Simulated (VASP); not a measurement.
The system is Tl.

```
Tl
1.0
     3.16000    0.00000    0.00000
     0.00000    3.16000    0.00000
     0.00000    0.00000    3.16000
Tl
1
Direct
  0.00000 0.00000 0.00000
```

This isn't the form of Tl at room conditions, which is hcp.

* Program: VASP 6.6.1
* Task: relaxation of cell and atoms
* Functional: PBE
* Potentials or basis: VASP PAW PBE potentials, release 64 (Tl_d)
* Cutoff: 600 eV
* k mesh: 7 × 7 × 7
* Occupations: fermi-dirac, width 0.1 eV
* Spin: no spin polarisation

At the start: pressure 2.3 GPa; volume 31.55 Å³/atom.

Question: How do energy, volume and symmetry change on relaxing?

Answer: Over 3 steps the energy falls by 18.9 meV/atom and the volume is 34.51 Å³/atom (+9.4 %); space group Pm-3m (No. 221, to 0.1 Å) before and after.

Step by step:
| step | energy change (eV) | largest force (eV/Å) | pressure (GPa) | volume (Å³) |
| --- | --- | --- | --- | --- |
| 1 | 0.0000 | 0.0000 | 2.33 | 31.55 |
| 2 | -0.0179 | 0.0000 | 0.48 | 33.69 |
| 3 | -0.0189 | 0.0000 | -0.07 | 34.51 |

Final structure:
```cif
data_structure
_symmetry_space_group_name_H-M 'P 1'
_symmetry_Int_Tables_number 1
_cell_length_a 3.2556
_cell_length_b 3.2556
_cell_length_c 3.2556
_cell_angle_alpha 90.000
_cell_angle_beta 90.000
_cell_angle_gamma 90.000
_cell_volume 34.51
loop_
_atom_site_label
_atom_site_type_symbol
_atom_site_fract_x
_atom_site_fract_y
_atom_site_fract_z
_atom_site_occupancy
Tl1 Tl 0.00000 0.00000 0.00000 1
```
